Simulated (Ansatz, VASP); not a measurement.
# Sb in VASP and in Ansatz

```xyz
1
Lattice="3.0209 0.0000 0.0000 0.0000 3.0209 0.0000 0.0000 0.0000 3.0209" Properties=species:S:1:pos:R:3 pbc="T T T"
Sb    0.0000    0.0000    0.0000
```

Change from the starting cell: volume scaled by 0.9405.

Alike in both runs: task single point; functional PBEsol; k mesh 12 × 12 × 12; occupations fermi-dirac, width 0.05 eV; no spin polarisation.

```csv
,VASP,Ansatz
version,VASP 6.6.1,Ansatz 0.2.0
potentials or method,"VASP PAW PBE potentials, release 64 (Sb), cutoff 520 eV","all-electron LAPW, scalar-relativistic"
```

```csv
,VASP,Ansatz,Ansatz less VASP
pressure (GPa),2.8,2.6,-0.16
```

VASP's potentials were made for PBE, not for PBEsol. Ansatz ran all-electron here, and VASP with PAW potentials.

Spin-orbit coupling is off throughout.
